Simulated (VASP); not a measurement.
# BaTiO3 (R3m) in VASP: further runs

The runs below take BaTiO3 through single point, with PBE, PBE+U, PBE+D3(BJ).

All numbers are computed with VASP 6.6.1; they aren't measurements. Logs are shortened: lines on timing, memory, paths and dates and some standing lists are left out, and cuts for length are marked.

**1. The cell of the first run**

The structure is trigonal, space group R3m (No. 160). Conventional cell: a = 5.720 Å, b = 5.720 Å, c = 7.035 Å, α = 90.00°, β = 90.00°, γ = 120.00°. Within 3.7 Å of Ba (site symmetry 3m) lie 12 O at 2.81 to 2.93 Å and 8 Ti at 3.43 to 3.61 Å. Ti (site symmetry 3m) has 6 O at 1.90 to 2.16 Å within 2.5 Å. Within 2.5 Å of O (site symmetry m) lie 2 Ti at 1.90 to 2.16 Å.

**2. Single point, PBE**

Contents of INCAR:

```
PREC     = Accurate       # precision mode
ENCUT    = 520            # plane-wave cutoff, eV
EDIFF    = 1E-6           # SCF threshold, eV
ISMEAR   = -1             # smearing method
SIGMA    = 0.1            # smearing width, eV
LREAL    = False          # projectors in reciprocal space
LASPH    = True           # aspherical terms in the spheres
NELM     = 100            # most SCF steps
ALGO     = Normal         # electronic algorithm
ISIF     = 2              # what is computed and relaxed
LWAVE    = False          # write WAVECAR
LCHARG   = False          # write CHGCAR
GGA      = PE             # functional
NBANDS   = 28             # bands
```

Contents of KPOINTS:

```
Automatic mesh
0
Gamma
  5 5 5
```

Contents of POSCAR:

```
BaTiO3
1.0
    4.0500731700      0.0000000000      0.0000000000
    0.0113805900      4.0500529400      0.0000000000
    0.0113805900      0.0113502400      4.0500428200
Ba Ti O
1 1 3
Direct
    0.0000000000      0.0000000000      0.0000000000
    0.4872000000      0.4872000000      0.4872000000
    0.5109000000      0.5109000000      0.0193000000
    0.0193000000      0.5109000000      0.5109000000
    0.5109000000      0.0193000000      0.5109000000
```

Potentials or basis: VASP PAW PBE potentials, release 64 (Ba_sv, Ti_sv, O).

The run is started by

```
cat potpaw_PBE.64/Ba_sv/POTCAR potpaw_PBE.64/Ti_sv/POTCAR potpaw_PBE.64/O/POTCAR > POTCAR
mpirun -np 1 vasp_std > vasp.out
```

OUTCAR:

```text
PREC = Accurate
   ENCUT = 520
   EDIFF = 1E-6
   ISMEAR = -1
   LREAL = False
   LASPH = True
   NELM = 100
   ISIF = 2
   GGA = PE

 ion  position               nearest neighbor table
   1  0.000  0.000  0.000-   3 2.81   4 2.81   5 2.81   4 2.86   3 2.86   3 2.86   4 2.86   5 2.86
                             5 2.86   3 2.93   4 2.93   5 2.93   2 3.43   2 3.48   2 3.48   2 3.48
   2  0.487  0.487  0.487-   5 1.90   4 1.90   3 1.90   5 2.16   4 2.16   3 2.16   1 3.43   1 3.48
                             1 3.48   1 3.48   1 3.54   1 3.54   1 3.54   1 3.61
   3  0.511  0.511  0.019-   2 1.90   2 2.16   1 2.81   1 2.86   1 2.86   1 2.93
   4  0.019  0.511  0.511-   2 1.90   2 2.16   1 2.81   1 2.86   1 2.86   1 2.93
   5  0.511  0.019  0.511-   2 1.90   2 2.16   1 2.81   1 2.86   1 2.86   1 2.93

  LATTYP: Found a trigonal (rhomboedric) cell.
 ALAT       =     4.0500747141
 COS(alpha) =     0.0028099704

  Lattice vectors:

 A1 = (   4.0500731700,   0.0000000000,   0.0000000000)
 A2 = (   0.0113805900,   4.0500529400,   0.0000000000)
 A3 = (   0.0113805900,   0.0113502400,   4.0500428200)

Analysis of symmetry for initial positions (statically):
=====================================================================
 Subroutine PRICEL returns:
 Original cell was already a primitive cell.

 Routine SETGRP: Setting up the symmetry group for a
 trigonal (rhombohedral) supercell.

 Subroutine GETGRP returns: Found  6 space group operations
 (whereof  6 operations were pure point group operations)
 out of a pool of 12 trial point group operations.

The static configuration has the point symmetry C_3v.

Analysis of symmetry for dynamics (positions and initial velocities):
=====================================================================
 Subroutine PRICEL returns:
 Original cell was already a primitive cell.

 Routine SETGRP: Setting up the symmetry group for a
 trigonal (rhombohedral) supercell.

 Subroutine GETGRP returns: Found  6 space group operations
 (whereof  6 operations were pure point group operations)
 out of a pool of 12 trial point group operations.

The dynamic configuration has the point symmetry C_3v.

 Subroutine INISYM returns: Found  6 space group operations
 (whereof  6 operations are pure point group operations),
 and found     1 'primitive' translations

----------------------------------------------------------------------------------------

                                     Primitive cell

  volume of cell :      66.4329

  direct lattice vectors                    reciprocal lattice vectors
     4.050073170  0.000000000  0.000000000     0.246909119 -0.000693811 -0.000691868
     0.011380590  4.050052940  0.000000000     0.000000000  0.246910353 -0.000691966
     0.011380590  0.011350240  4.050042820     0.000000000  0.000000000  0.246910970

  length of vectors
     4.050073170  4.050068930  4.050074714     0.246911064  0.246911322  0.246910970

  position of ions in fractional coordinates (direct lattice)
     0.000000000  0.000000000  0.000000000
     0.487200000  0.487200000  0.487200000
     0.510900000  0.510900000  0.019300000
     0.019300000  0.510900000  0.510900000
     0.510900000  0.019300000  0.510900000

  ion indices of the primitive-cell ions
   primitive index   ion index
                 1           1
                 2           2
                 3           3
                 4           4
                 5           5

----------------------------------------------------------------------------------------

 KPOINTS: Automatic mesh

Automatic generation of k-mesh.
 Grid dimensions read from file:
 generate k-points for:    5    5    5

 Generating k-lattice:

  Cartesian coordinates                     Fractional coordinates (reciprocal lattice)
     0.049381824 -0.000138762 -0.000138374     0.200000000  0.000000000  0.000000000
     0.000000000  0.049382071 -0.000138393     0.000000000  0.200000000 -0.000000000
     0.000000000  0.000000000  0.049382194     0.000000000  0.000000000  0.200000000

  Length of vectors
     0.049382213  0.049382264  0.049382194

  Shift w.r.t. Gamma in fractional coordinates (k-lattice)
     0.000000000  0.000000000  0.000000000

 Subroutine IBZKPT returns following result:
 ===========================================

 Found     19 irreducible k-points:

 Following reciprocal coordinates:
            Coordinates               Weight
  0.000000  0.000000  0.000000      1.000000
  0.200000  0.000000  0.000000      6.000000
  0.400000  0.000000  0.000000      6.000000
  0.200000  0.200000  0.000000      6.000000
  0.400000  0.200000  0.000000     12.000000
 -0.400000  0.200000 -0.000000     12.000000
[... 11 lines left out ...]
  0.400000  0.400000  0.400000      2.000000
 -0.400000  0.400000  0.400000      6.000000
   k-points           NKPTS =     19   k-points in BZ     NKDIM =     19   number of bands    NBANDS=     28
   number of dos      NEDOS =    301   number of ions     NIONS =      5
   total plane-waves  NPLWV =  27000
   dimension x,y,z NGX =    30 NGY =   30 NGZ =   30
   dimension x,y,z NGXF=    60 NGYF=   60 NGZF=   60
   ions per type =               1   1   3
   NGX,Y,Z   is equivalent  to a cutoff of  12.31, 12.31, 12.31 a.u.
   NGXF,Y,Z  is equivalent  to a cutoff of  24.63, 24.63, 24.63 a.u.
 SYSTEM =  unknown system
   PREC   = accura    normal or accurate (medium, high low for compatibility)
   ISTART =      0    job   : 0-new  1-cont  2-samecut
   ICHARG =      2    charge: 1-file 2-atom 10-const
   ISPIN  =      1    spin polarized calculation?
   LNONCOLLINEAR =      F non collinear calculations
   LSORBIT =      F    spin-orbit coupling
   LASPH  =      T    aspherical Exc in radial PAW
   ENCUT  =  520.0 eV  38.22 Ry    6.18 a.u.   7.53  7.53  7.53*2*pi/ulx,y,z
   NELM   =    100;   NELMIN=  2; NELMDL= -5     # of ELM steps
   EDIFF  = 0.1E-05   stopping-criterion for ELM
   LREAL  =      F    real-space projection
   EDIFFG = 0.1E-04   stopping-criterion for IOM
   NSW    =      0    number of steps for IOM
   IBRION =     -1    ionic relax: 0-MD 1-quasi-New 2-CG
   NFREE  =      0    steps in history (QN), initial steepest desc. (CG)
   ISIF   =      2    stress and relaxation
   ISYM   =      2    0-nonsym 1-usesym 2-fastsym
   POTIM  = 0.5000    time-step for ionic-motion
   TEBEG  =    0.0;   TEEND  =   0.0 temperature during run
   PSTRESS=    0.0 pullay stress
   NELECT =      40.0000    total number of electrons
   NUPDOWN=      -1.0000    fix difference up-down
   EMIN   =  10.00;   EMAX   =-10.00  energy-range for DOS
   EFERMI =   0.00;   METHOD = LEGACY
   ISMEAR =    -1;   SIGMA  =   0.10  broadening in eV -4-tet -1-fermi 0-gaus
   EFERMI_NEDOS =   21; number of points for ismear=-14 and -15
   IALGO  =     38    algorithm
   IMIX   =      4    mixing-type and parameters
     AMIX     =   0.40;   BMIX     =  1.00
     AMIX_MAG =   1.60;   BMIX_MAG =  1.00
  volume/ion in A,a.u.               =      13.29        89.66
  Fermi-wavevector in a.u.,A,eV,Ry     =   1.382400  2.612357 26.001143  1.911030
  Thomas-Fermi vector in A             =   2.507095
   LORBIT       =      0    0 simple, 1 ext, 2 COOP (PROOUT), +10 PAW based schemes
   GGA     = PE    functional components
   LHFCALC =     F    Hartree Fock is set to
   AEXX    =    0.0000 exact exchange contribution
   IVDW    =     0    specifies the selected vdW correction
   LEPSILON=     F    determine dielectric tensor
   LRPA    =     F    only Hartree local field effects (RPA)
 non-spin polarized calculation
  energy-cutoff  :      520.00
  volume of cell :       66.43
 maximum number of plane-waves:      1812
 NGX is ok and might be reduce to    30
   NGX = 15   NGY = 15   NGZ = 15

 number of electron      40.0000005 magnetization

 Free energy of the ion-electron system (eV)
  ---------------------------------------------------
  ext. energy  EPLUGINS =         0.00000000
  ---------------------------------------------------
  free energy    TOTEN  =       -40.04579975 eV

  energy without entropy =      -40.04579538  energy(sigma->0) =      -40.04579757

 E-fermi :   4.6579     XC(G=0): -11.0567

 val. band max:        3.4071657482   @ k =   0.4000   0.4000   0.4000
 cond. band min:       5.7831564638   @ k =   0.0000   0.0000   0.0000
 fundamental gap:      2.3759907156
 Fermi energy:         4.6578888670

 k-point     1 :       0.0000    0.0000    0.0000
  band No.  band energies     occupation
      1     -52.9399      2.00000
      2     -29.1756      2.00000
      3     -29.1710      2.00000
      4     -29.1710      2.00000
      5     -21.3766      2.00000
      6     -13.2426      2.00000
[... 20 lines left out ...]
     27       8.5505      0.00000
     28      10.5104      0.00000

 k-point     2 :       0.2000    0.0000    0.0000
  band No.  band energies     occupation
      1     -52.9396      2.00000
      2     -29.1883      2.00000
      3     -29.1731      2.00000
      4     -29.1704      2.00000
      5     -21.3433      2.00000
      6     -13.2650      2.00000
[... 20 lines left out ...]
     27       9.2573      0.00000
     28      11.4190      0.00000

 k-point     3 :       0.4000    0.0000    0.0000
  band No.  band energies     occupation
      1     -52.9392      2.00000
      2     -29.2130      2.00000
      3     -29.1724      2.00000
      4     -29.1695      2.00000
      5     -21.2883      2.00000
      6     -13.3863      2.00000
[... 20 lines left out ...]
     27      10.6448      0.00000
     28      11.6456      0.00000

 k-point     4 :       0.2000    0.2000    0.0000
  band No.  band energies     occupation
      1     -52.9393      2.00000
      2     -29.1893      2.00000
      3     -29.1855      2.00000
      4     -29.1711      2.00000
      5     -21.3140      2.00000
      6     -13.2178      2.00000
[... 423 lines left out ...]
     27      11.6093      0.00000
     28      11.9250      0.00000

 k-point    18 :       0.4000    0.4000    0.4000
  band No.  band energies     occupation
      1     -52.9377      2.00000
      2     -29.2115      2.00000
      3     -29.2070      2.00000
      4     -29.2070      2.00000
      5     -21.1742      2.00000
      6     -12.5649      2.00000
[... 20 lines left out ...]
     27      11.1651      0.00000
     28      11.1651      0.00000

 k-point    19 :      -0.4000    0.4000    0.4000
  band No.  band energies     occupation
      1     -52.9377      2.00000
      2     -29.2115      2.00000
      3     -29.2070      2.00000
      4     -29.2070      2.00000
      5     -21.1741      2.00000
      6     -12.5582      2.00000
[... 20 lines left out ...]
     27      11.0946      0.00000
     28      11.1956      0.00000

------------------------ aborting loop because EDIFF is reached ----------------------------------------

  FORCE on cell =-STRESS in cart. coord.  units (eV):
  Direction    XX          YY          ZZ          XY          YZ          ZX
  --------------------------------------------------------------------------------------
  -------------------------------------------------------------------------------------
  Total        0.3301025      0.3300117      0.3299233      0.0160312      0.0159416      0.0159864
  in kB        7.9611566      7.9589674      7.9568352      0.3866288      0.3844682      0.3855474
  external PRESSURE =       7.9589864 kB  Pullay stress =       0.0000000 kB

 VOLUME and BASIS-vectors are now :
 -----------------------------------------------------------------------------
  energy-cutoff  :      520.00
  volume of cell :       66.43
      direct lattice vectors                 reciprocal lattice vectors
     4.050073170  0.000000000  0.000000000     0.246909119 -0.000693811 -0.000691868
     0.011380590  4.050052940  0.000000000     0.000000000  0.246910353 -0.000691966
     0.011380590  0.011350240  4.050042820     0.000000000  0.000000000  0.246910970

 POSITION                                       TOTAL-FORCE (eV/Angst)
 -----------------------------------------------------------------------------------
      0.00000      0.00000      0.00000        -0.016665     -0.016618     -0.016571
      1.98428      1.97872      1.97318        -0.131361     -0.130993     -0.130626
      2.07522      2.06939      0.07817         0.014022      0.013983      0.119904
      0.08980      2.07497      2.06917         0.119982      0.013685      0.013647
      2.07522      0.08396      2.06917         0.014022      0.119943      0.013647
 -----------------------------------------------------------------------------------
    total drift:                               -0.000378     -0.000452     -0.000353

  FREE ENERGIE OF THE ION-ELECTRON SYSTEM (eV)
  ---------------------------------------------------
  free  energy   TOTEN  =       -40.0457997544 eV

  energy  without entropy=      -40.0457953804  energy(sigma->0) =      -40.04579757
```

It took 31 s on 1 thread of Intel Xeon Platinum 8375C at 2.90GHz (Ice Lake), shared host; peak memory 0.19 GiB.

What came out:

- Free energy: -40.0458 eV
- Pressure: 0.8 GPa
- Largest force: 0.227 eV/Å
- Band gap on the k mesh: 2.38 eV, indirect (least direct gap 2.68 eV)

Forces in eV/Å, atoms in the order of the input:
```
Ba  -0.017 -0.017 -0.017
Ti  -0.131 -0.131 -0.131
O    0.014  0.014  0.120
O    0.120  0.014  0.014
O    0.014  0.120  0.014
```

Caveat: spin-orbit coupling is left out, which moves the levels of the heavy elements.

**3. Single point, PBE**

Contents of INCAR:

```
SYSTEM = BaTiO3
PREC = Accurate
ENCUT = 520
EDIFF = 1E-6
ISMEAR = -1
SIGMA = 0.1
LREAL = .False.
LASPH = .True.
NELM = 60
ALGO = Normal
ISIF = 2
LWAVE = .False.
LCHARG = .False.
GGA = PE
NBANDS = 28
```

Contents of KPOINTS:

```
Automatic mesh
0
Gamma
  5 5 5
  0 0 0
```

POSCAR is that of step 2.

Potentials or basis: VASP PAW PBE potentials, release 64 (Ba_sv, Ti_sv, O).

The run is started by

```
cat potpaw_PBE.64/Ba_sv/POTCAR potpaw_PBE.64/Ti_sv/POTCAR potpaw_PBE.64/O/POTCAR > POTCAR
mpirun -np 1 vasp_std > vasp.out
```

It took 33 s on 1 thread of Intel Xeon Platinum 8375C at 2.90GHz (Ice Lake), shared host; peak memory 0.19 GiB.

The run converged. Its results:

```yaml
Free_energy: -40.0458 eV
Pressure: 0.8 GPa
Largest_force: 0.227 eV/Å
Band_gap_on_the_k_mesh: 2.38 eV, indirect (least direct gap 2.68 eV)
```

Forces on the atoms (eV/Å):
```
Ba  -0.017 -0.017 -0.017
Ti  -0.131 -0.131 -0.131
O    0.014  0.014  0.120
O    0.120  0.014  0.014
O    0.014  0.120  0.014
```

Levels at points of the mesh, in eV from the valence-band top:
| k point | band 17 | band 18 | band 19 | band 20 | band 21 | band 22 | band 23 | band 24 |
| --- | --- | --- | --- | --- | --- | --- | --- | --- |
| (0.00, 0.00, 0.00) | -0.91 | -0.43 | -0.31 | -0.31 | 2.38 | 2.38 | 2.50 | 4.33 |

Caveat: spin-orbit coupling is left out, which moves the levels of the heavy elements.

[end of part 1 of 2]
